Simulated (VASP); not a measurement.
# AlCo (Pm-3m) in VASP: further runs

The runs below take AlCo through single point, with PBE.

All numbers are computed with VASP 6.6.1; they aren't measurements. Logs are shortened: lines on timing, memory, paths and dates and some standing lists are left out, and cuts for length are marked.

## 1. The cell of the first run

Symmetry: Pm-3m, No. 221, cubic system. The conventional cell has a = 2.841 Å, b = 2.841 Å, c = 2.841 Å, α = 90.00°, β = 90.00°, γ = 90.00°. Within 3.2 Å of Al (site symmetry m-3m) lie 8 Co at 2.46 Å and 6 Al at 2.84 Å. Within 3.2 Å of Co (site symmetry m-3m) lie 8 Al at 2.46 Å and 6 Co at 2.84 Å.

## 2. Single point, PBE

INCAR

```
PREC = Accurate ; ENCUT = 520
EDIFF = 1E-6 ; ISMEAR = 0
SIGMA = 0.1 ; LREAL = F
LASPH = T ; NELM = 100
ALGO = Normal ; ISIF = 2
LWAVE = F ; LCHARG = T
GGA = PE ; LELF = T
LVHAR = T ; NBANDS = 13
```

KPOINTS

```
regular mesh
0
Gamma
  14 14 14
```

POSCAR

```
AlCo
1.0
    2.8414710543      0.0000000000      0.0000000000
    0.0000000000      2.8414710543      0.0000000000
    0.0000000000      0.0000000000      2.8414710543
Al Co
1 1
Direct
    0.0000000000      0.0000000000      0.0000000000
    0.5000000000      0.5000000000      0.5000000000
```

Potentials or basis: VASP PAW PBE potentials, release 64 (Al, Co).

Started as:

```bash
$ cat potpaw_PBE.64/Al/POTCAR potpaw_PBE.64/Co/POTCAR > POTCAR
$ mpirun -np 1 vasp_std > vasp.out
```

OUTCAR:

```text
PREC = Accurate
   ENCUT = 520
   EDIFF = 1E-6
   ISMEAR = 0
   LREAL = F
   LASPH = T
   NELM = 100
   ISIF = 2
   GGA = PE

 ion  position               nearest neighbor table
   1  0.000  0.000  0.000-   2 2.46   2 2.46   2 2.46   2 2.46   2 2.46   2 2.46   2 2.46   2 2.46

   2  0.500  0.500  0.500-   1 2.46   1 2.46   1 2.46   1 2.46   1 2.46   1 2.46   1 2.46   1 2.46

  LATTYP: Found a simple cubic cell.
 ALAT       =     2.8414710543

  Lattice vectors:

 A1 = (   2.8414710543,   0.0000000000,   0.0000000000)
 A2 = (   0.0000000000,   2.8414710543,   0.0000000000)
 A3 = (   0.0000000000,   0.0000000000,   2.8414710543)

Analysis of symmetry for initial positions (statically):
=====================================================================
 Subroutine PRICEL returns:
 Original cell was already a primitive cell.

 Routine SETGRP: Setting up the symmetry group for a
 simple cubic supercell.

 Subroutine GETGRP returns: Found 48 space group operations
 (whereof 48 operations were pure point group operations)
 out of a pool of 48 trial point group operations.

The static configuration has the point symmetry O_h .

Analysis of symmetry for dynamics (positions and initial velocities):
=====================================================================
 Subroutine PRICEL returns:
 Original cell was already a primitive cell.

 Routine SETGRP: Setting up the symmetry group for a
 simple cubic supercell.

 Subroutine GETGRP returns: Found 48 space group operations
 (whereof 48 operations were pure point group operations)
 out of a pool of 48 trial point group operations.

The dynamic configuration has the point symmetry O_h .

 Subroutine INISYM returns: Found 48 space group operations
 (whereof 48 operations are pure point group operations),
 and found     1 'primitive' translations

----------------------------------------------------------------------------------------

                                     Primitive cell

  volume of cell :      22.9419

  direct lattice vectors                    reciprocal lattice vectors
     2.841471054  0.000000000  0.000000000     0.351930384  0.000000000  0.000000000
     0.000000000  2.841471054  0.000000000     0.000000000  0.351930384  0.000000000
     0.000000000  0.000000000  2.841471054     0.000000000  0.000000000  0.351930384

  length of vectors
     2.841471054  2.841471054  2.841471054     0.351930384  0.351930384  0.351930384

  position of ions in fractional coordinates (direct lattice)
     0.000000000  0.000000000  0.000000000
     0.500000000  0.500000000  0.500000000

  ion indices of the primitive-cell ions
   primitive index   ion index
                 1           1
                 2           2

----------------------------------------------------------------------------------------

 KPOINTS: regular mesh

Automatic generation of k-mesh.
 Grid dimensions read from file:
 generate k-points for:   14   14   14

 Generating k-lattice:

  Cartesian coordinates                     Fractional coordinates (reciprocal lattice)
     0.025137885  0.000000000  0.000000000     0.071428571  0.000000000  0.000000000
     0.000000000  0.025137885  0.000000000     0.000000000  0.071428571  0.000000000
     0.000000000  0.000000000  0.025137885     0.000000000  0.000000000  0.071428571

  Length of vectors
     0.025137885  0.025137885  0.025137885

  Shift w.r.t. Gamma in fractional coordinates (k-lattice)
     0.000000000  0.000000000  0.000000000

 Subroutine IBZKPT returns following result:
 ===========================================

 Found    120 irreducible k-points:

 Following reciprocal coordinates:
            Coordinates               Weight
  0.000000  0.000000  0.000000      1.000000
  0.071429  0.000000  0.000000      6.000000
  0.142857  0.000000  0.000000      6.000000
  0.214286  0.000000  0.000000      6.000000
  0.285714  0.000000  0.000000      6.000000
  0.357143  0.000000  0.000000      6.000000
[... 16 lines left out ...]
  0.285714  0.214286  0.000000     24.000000
  0.357143  0.214286  0.000000     24.000000
 [... further k-points ...]
   k-points           NKPTS =    120   k-points in BZ     NKDIM =    120   number of bands    NBANDS=     13
   number of dos      NEDOS =    301   number of ions     NIONS =      2
   total plane-waves  NPLWV =  13824
   dimension x,y,z NGX =    24 NGY =   24 NGZ =   24
   dimension x,y,z NGXF=    48 NGYF=   48 NGZF=   48
   ions per type =               1   1
   NGX,Y,Z   is equivalent  to a cutoff of  14.04, 14.04, 14.04 a.u.
   NGXF,Y,Z  is equivalent  to a cutoff of  28.08, 28.08, 28.08 a.u.
 SYSTEM =  unknown system
   PREC   = accura    normal or accurate (medium, high low for compatibility)
   ISTART =      0    job   : 0-new  1-cont  2-samecut
   ICHARG =      2    charge: 1-file 2-atom 10-const
   ISPIN  =      1    spin polarized calculation?
   LNONCOLLINEAR =      F non collinear calculations
   LSORBIT =      F    spin-orbit coupling
   LASPH  =      T    aspherical Exc in radial PAW
   ENCUT  =  520.0 eV  38.22 Ry    6.18 a.u.   5.28  5.28  5.28*2*pi/ulx,y,z
   NELM   =    100;   NELMIN=  2; NELMDL= -5     # of ELM steps
   EDIFF  = 0.1E-05   stopping-criterion for ELM
   LREAL  =      F    real-space projection
   EDIFFG = 0.1E-04   stopping-criterion for IOM
   NSW    =      0    number of steps for IOM
   IBRION =     -1    ionic relax: 0-MD 1-quasi-New 2-CG
   NFREE  =      0    steps in history (QN), initial steepest desc. (CG)
   ISIF   =      2    stress and relaxation
   ISYM   =      2    0-nonsym 1-usesym 2-fastsym
   POTIM  = 0.5000    time-step for ionic-motion
   TEBEG  =    0.0;   TEEND  =   0.0 temperature during run
   PSTRESS=    0.0 pullay stress
   NELECT =      12.0000    total number of electrons
   NUPDOWN=      -1.0000    fix difference up-down
   EMIN   =  10.00;   EMAX   =-10.00  energy-range for DOS
   EFERMI =   0.00;   METHOD = LEGACY
   ISMEAR =     0;   SIGMA  =   0.10  broadening in eV -4-tet -1-fermi 0-gaus
   EFERMI_NEDOS =   21; number of points for ismear=-14 and -15
   IALGO  =     38    algorithm
   IMIX   =      4    mixing-type and parameters
     AMIX     =   0.40;   BMIX     =  1.00
     AMIX_MAG =   1.60;   BMIX_MAG =  1.00
  volume/ion in A,a.u.               =      11.47        77.41
  Fermi-wavevector in a.u.,A,eV,Ry     =   1.319042  2.492628 23.672399  1.739872
  Thomas-Fermi vector in A             =   2.448969
   LORBIT       =      0    0 simple, 1 ext, 2 COOP (PROOUT), +10 PAW based schemes
   GGA     = PE    functional components
   LHFCALC =     F    Hartree Fock is set to
   AEXX    =    0.0000 exact exchange contribution
   IVDW    =     0    specifies the selected vdW correction
   LEPSILON=     F    determine dielectric tensor
   LRPA    =     F    only Hartree local field effects (RPA)
 non-spin polarized calculation
 Gauss-broadening in eV      SIGMA  =   0.10
  energy-cutoff  :      520.00
  volume of cell :       22.94
 maximum number of plane-waves:       635
 NGX is ok and might be reduce to    24
   NGX = 11   NGY = 11   NGZ = 11

 number of electron      11.9999995 magnetization

 Free energy of the ion-electron system (eV)
  ---------------------------------------------------
  ext. energy  EPLUGINS =         0.00000000
  ---------------------------------------------------
  free energy    TOTEN  =       -11.98966727 eV

  energy without entropy =      -11.98618577  energy(sigma->0) =      -11.98792652

 E-fermi :  10.7096     XC(G=0): -12.3089

 val. band max:       10.7043663125   @ k =   0.5000   0.3571   0.0714
 cond. band min:      10.7759433293   @ k =   0.5000   0.3571   0.2857
 fundamental gap:      0.0715770168
 Fermi energy:        10.7096170712

 k-point     1 :       0.0000    0.0000    0.0000
  band No.  band energies     occupation
      1      -0.4399      2.00000
      2       7.6961      2.00000
      3       7.6961      2.00000
      4       9.8422      2.00000
      5       9.8422      2.00000
      6       9.8422      2.00000
      7      16.7065      0.00000
      8      16.7065      0.00000
      9      16.7065      0.00000
     10      19.4668      0.00000
     11      19.4668      0.00000
     12      26.0249      0.00000
     13      32.4260      0.00000

 k-point     2 :       0.0714    0.0000    0.0000
  band No.  band energies     occupation
      1      -0.3425      2.00000
      2       7.6868      2.00000
      3       7.7234      2.00000
      4       9.7894      2.00000
      5       9.7894      2.00000
      6       9.8478      2.00000
      7      15.7770      0.00000
      8      16.8427      0.00000
      9      16.8427      0.00000
     10      19.4534      0.00000
     11      20.3267      0.00000
     12      26.3384      0.00000
     13      31.3300      0.00000

 k-point     3 :       0.1429    0.0000    0.0000
  band No.  band energies     occupation
      1      -0.0521      2.00000
      2       7.6308      2.00000
      3       7.8008      2.00000
      4       9.6481      2.00000
      5       9.6481      2.00000
      6       9.8633      2.00000
      7      14.2336      0.00000
      8      17.2349      0.00000
      9      17.2349      0.00000
     10      19.4138      0.00000
     11      21.6336      0.00000
     12      27.3230      0.00000
     13      29.5971      0.00000
[... 305 lines left out ...]
 k-point    23 :       0.2857    0.2143    0.0000
  band No.  band energies     occupation
      1       1.8932      2.00000
      2       7.3253      2.00000
      3       7.9406      2.00000
      4       8.9008      2.00000
      5       9.3248      2.00000
      6       9.5736      2.00000
      7      12.1072      0.00000
      8      14.5848      0.00000
      9      19.6788      0.00000
     10      20.1128      0.00000
     11      23.0752      0.00000
     12      26.7720      0.00000
     13      27.1786      0.00000

 k-point    24 :       0.3571    0.2143    0.0000
  band No.  band energies     occupation
      1       2.6753      2.00000
      2       6.6041      2.00000
      3       8.1498      2.00000
      4       8.8316      2.00000
      5       9.1754      2.00000
      6       9.5986      2.00000
      7      11.3654      0.00000
      8      15.1998      0.00000
      9      19.1362      0.00000
     10      20.5727      0.00000
     11      22.9129      0.00000
     12      25.3105      0.00000
     13      27.5955      0.00000

 [... further k-points ...]
[... 5 lines left out ...]
  --------------------------------------------------------------------------------------
  -------------------------------------------------------------------------------------
  Total        0.2854551      0.2854551      0.2854551     -0.0000000     -0.0000000      0.0000000
  in kB       19.9351144     19.9351144     19.9351144     -0.0000000     -0.0000000      0.0000000
  external PRESSURE =      19.9351144 kB  Pullay stress =       0.0000000 kB

 VOLUME and BASIS-vectors are now :
 -----------------------------------------------------------------------------
  energy-cutoff  :      520.00
  volume of cell :       22.94
      direct lattice vectors                 reciprocal lattice vectors
     2.841471054  0.000000000  0.000000000     0.351930384  0.000000000  0.000000000
     0.000000000  2.841471054  0.000000000     0.000000000  0.351930384  0.000000000
     0.000000000  0.000000000  2.841471054     0.000000000  0.000000000  0.351930384

 POSITION                                       TOTAL-FORCE (eV/Angst)
 -----------------------------------------------------------------------------------
      0.00000      0.00000      0.00000         0.000000      0.000000      0.000000
      1.42074      1.42074      1.42074         0.000000      0.000000      0.000000
 -----------------------------------------------------------------------------------
    total drift:                                0.000000     -0.000000     -0.000000

  FREE ENERGIE OF THE ION-ELECTRON SYSTEM (eV)
  ---------------------------------------------------
  free  energy   TOTEN  =       -11.9896672728 eV

  energy  without entropy=      -11.9861857687  energy(sigma->0) =      -11.98792652
```

Run time: 43 s. Hardware: 1 thread of AMD EPYC 7R43 (Zen 3), shared host; peak memory 0.13 GiB.

What came out:

```yaml
Free_energy: -11.9897 eV
Pressure: 2.0 GPa
Band_gap_on_the_k_mesh: zero (band 6 reaches 13.08 eV, above the bottom of band 7 at 10.45 eV)
```

Spin polarisation is off, so any magnetic state and its effect on volume and gap are missing.

## 3. Single point, PBE

This run uses another cell than the first one, of 11.29 Å³/atom, 0.984 times its volume.

INCAR

```
SYSTEM = AlCo
ALGO = Fast ; EDIFF = 1E-6
ENCUT = 520 ; GGA = PE
ISIF = 2 ; ISMEAR = 0
LASPH = .True. ; LCHARG = .False.
LREAL = .False. ; LWAVE = .False.
NBANDS = 13 ; NELM = 80
PREC = Accurate ; SIGMA = 0.1
```

KPOINTS

```
k-points
0
Gamma
  14 14 14
  0 0 0
```

POSCAR

```
AlCo
1.0
    2.8266130847      0.0000000000      0.0000000000
    0.0000000000      2.8266130847      0.0000000000
    0.0000000000      0.0000000000      2.8266130847
Al Co
1 1
Direct
    0.0000000000      0.0000000000      0.0000000000
    0.5000000000      0.5000000000      0.5000000000
```

Potentials or basis: VASP PAW PBE potentials, release 64 (Al, Co).

Started as:

```bash
$ cat potpaw_PBE.64/Al/POTCAR potpaw_PBE.64/Co/POTCAR > POTCAR
$ mpirun -np 1 vasp_std > vasp.out
```

Wall time 61 s (1 thread of AMD EPYC 7R43 (Zen 3), shared host); peak memory 0.13 GiB.

The run converged. Its results:

* Free energy: -11.9820 eV
* Pressure: 4.7 GPa
* Band gap on the k mesh: zero (band 6 reaches 13.30 eV, above the bottom of band 7 at 10.67 eV)

Levels at points of the mesh, in eV from the Fermi level:
```tsv
k point	band 3	band 4	band 5	band 6	band 7	band 8	band 9	band 10
(0.00, 0.00, 0.00)	-3.09	-0.89	-0.89	-0.89	6.07	6.07	6.07	8.82
(0.50, 0.00, 0.00)	-2.48	-1.79	-1.79	-0.77	0.17	8.41	10.73	10.73
(0.50, 0.50, 0.00)	-2.75	-2.75	-1.58	-1.58	-0.26	2.48	3.58	13.02
(0.50, 0.50, 0.50)	-4.07	-0.22	-0.22	2.37	2.37	2.37	4.32	5.44
```

## 4. Single point, PBE

This run uses another cell than the first one, of 11.73 Å³/atom, 1.023 times its volume.

INCAR

```
ALGO = Normal
EDIFF = 1E-6
ENCUT = 520
GGA = PE
ISIF = 2
ISMEAR = 0
LASPH = True
LCHARG = True
LELF = True
LREAL = False
LVHAR = True
LWAVE = False
NBANDS = 13
NELM = 60
PREC = Accurate
SIGMA = 0.1
```

KPOINTS

```
k-points
0
Gamma
  14 14 14
```

POSCAR

```
AlCo
1.0
    2.8628027822      0.0000000000      0.0000000000
    0.0000000000      2.8628027822      0.0000000000
    0.0000000000      0.0000000000      2.8628027822
Al Co
1 1
Direct
    0.0000000000      0.0000000000      0.0000000000
    0.5000000000      0.5000000000      0.5000000000
```

Potentials or basis: VASP PAW PBE potentials, release 64 (Al, Co).

Started as:

```bash
$ cat potpaw_PBE.64/Al/POTCAR potpaw_PBE.64/Co/POTCAR > POTCAR
$ mpirun -np 1 vasp_std > vasp.out
```

OUTCAR:

```text
EDIFF = 1E-6
   ENCUT = 520
   GGA = PE
   ISIF = 2
   ISMEAR = 0
   LASPH = True
   LREAL = False
   NELM = 60
   PREC = Accurate

 ion  position               nearest neighbor table
   1  0.000  0.000  0.000-   2 2.48   2 2.48   2 2.48   2 2.48   2 2.48   2 2.48   2 2.48   2 2.48

   2  0.500  0.500  0.500-   1 2.48   1 2.48   1 2.48   1 2.48   1 2.48   1 2.48   1 2.48   1 2.48

  LATTYP: Found a simple cubic cell.
 ALAT       =     2.8628027822

  Lattice vectors:

 A1 = (   2.8628027822,   0.0000000000,   0.0000000000)
[... 563 lines left out ...]
      9      18.7290      0.00000
     10      20.0972      0.00000
     11      22.4160      0.00000
     12      24.7844      0.00000
     13      27.0633      0.00000

 [... further k-points ...]
[... 5 lines left out ...]
  --------------------------------------------------------------------------------------
  -------------------------------------------------------------------------------------
  Total       -0.2947801     -0.2947801     -0.2947801     -0.0000000      0.0000000     -0.0000000
  in kB      -20.1295657    -20.1295657    -20.1295657     -0.0000000      0.0000000     -0.0000000
  external PRESSURE =     -20.1295657 kB  Pullay stress =       0.0000000 kB

 VOLUME and BASIS-vectors are now :
 -----------------------------------------------------------------------------
  energy-cutoff  :      520.00
  volume of cell :       23.46
      direct lattice vectors                 reciprocal lattice vectors
     2.862802782  0.000000000  0.000000000     0.349308030  0.000000000  0.000000000
     0.000000000  2.862802782  0.000000000     0.000000000  0.349308030  0.000000000
     0.000000000  0.000000000  2.862802782     0.000000000  0.000000000  0.349308030

 POSITION                                       TOTAL-FORCE (eV/Angst)
 -----------------------------------------------------------------------------------
      0.00000      0.00000      0.00000         0.000000      0.000000      0.000000
      1.43140      1.43140      1.43140         0.000000      0.000000      0.000000
 -----------------------------------------------------------------------------------
    total drift:                                0.000000      0.000000     -0.000000

  FREE ENERGIE OF THE ION-ELECTRON SYSTEM (eV)
  ---------------------------------------------------
  free  energy   TOTEN  =       -11.9893344176 eV

  energy  without entropy=      -11.9857092850  energy(sigma->0) =      -11.98752185
```

stdout:

```text
POSCAR found type information on POSCAR AlCo
 POSCAR found :  2 types and       2 ions
 scaLAPACK will be used
 LDA part: xc-table for (Slater+PW92), standard interpolation
 POSCAR, INCAR and KPOINTS ok, starting setup
 FFT: planning ... GRIDC
 FFT: planning ... GRID_SOFT
 FFT: planning ... GRID
 WAVECAR not read
 entering main loop
```

Wall time 44 s (1 thread of AMD EPYC 7R43 (Zen 3), shared host); peak memory 0.12 GiB.

What came out:

```yaml
Free_energy: -11.9893 eV
Pressure: -2.0 GPa
Band_gap_on_the_k_mesh: zero (band 6 reaches 12.78 eV, above the bottom of band 7 at 10.16 eV)
```

Spin polarisation is off, so any magnetic state and its effect on volume and gap are missing.

## 5. The runs side by side

| cell | gap on the mesh (eV) | pressure (GPa) |
| --- | --- | --- |
| a = 2.841 Å, 2 atoms | none | 2.0 |
| a = 2.827 Å, 2 atoms | none | 4.7 |
| a = 2.863 Å, 2 atoms | none | -2.0 |

Alike in all rows: task single point; level PBE; potentials or basis VASP PAW PBE potentials, release 64 (Al, Co); no spin polarisation; k mesh 14 × 14 × 14; cutoff (eV) 520; smearing gaussian 0.1 eV.

Total energies depend on the potentials used, so only differences within one code and one set of settings carry meaning.
